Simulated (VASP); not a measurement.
BeSn2C2:

```xyz
5
Lattice="3.8293 0.0000 0.0000 -1.9146 3.3162 0.0000 0.0000 0.0000 6.5014" Properties=species:S:1:pos:R:3 pbc="T T T"
Be    0.0000    0.0000    0.0000
Sn    0.0000    2.2108    1.6904
Sn    1.9146    1.1054    4.8110
C     0.0000    2.2108    4.0308
C     1.9146    1.1054    2.4705
```

* Program: VASP 6.6.1
* Task: relaxation of cell and atoms
* Functional: PBE
* Potentials or basis: VASP PAW PBE potentials, release 64 (Be, Sn_d, C)
* Cutoff: 600 eV
* k mesh: 6 × 6 × 4
* Occupations: gaussian, width 0.1 eV
* Spin: no spin polarisation

At the start: pressure -3.9 GPa; volume 16.51 Å³/atom.

How do energy, volume and symmetry change on relaxing?

Over 15 steps the energy falls by 87.2 meV/atom and the volume is 16.59 Å³/atom (+0.5 %); space group P-3m1 (No. 164, to 0.05 Å).

Step by step:
```
step  energy change (eV)  largest force (eV/Å)  pressure (GPa)  volume (Å³)
   1              0.0000                0.9405           -3.87        82.56
   2             -0.1762                1.0081            1.48        77.88
   3             -0.1901                0.9591            3.93        76.27
   4             -0.3108                0.4666            3.69        76.79
   5             -0.3682                0.1111            3.55        77.35
   6             -0.3740                0.1237            3.50        77.58
   7             -0.4011                0.2456           -1.33        81.48
   8             -0.4049                0.1978           -0.16        80.43
   9             -0.4134                0.1595           -0.13        80.67
  10             -0.4278                0.0646            0.11        81.30
  11             -0.4270                0.1840            0.82        82.50
  12             -0.4317                0.1097            0.44        81.93
  13             -0.4334                0.0716           -0.65        83.21
  14             -0.4337                0.0823           -0.36        82.86
  15             -0.4361                0.0384           -0.03        82.94
```

Final structure:
```
Be Sn C
1.0
     3.68643    0.00000    0.00000
    -1.84322    3.19254    0.00000
     0.00000    0.00000    7.04740
Be Sn C
1 2 2
Direct
  0.00000 0.00000 0.00000
  0.33333 0.66667 0.28860
  0.66667 0.33333 0.71140
  0.33333 0.66667 0.65016
  0.66667 0.33333 0.34984
```
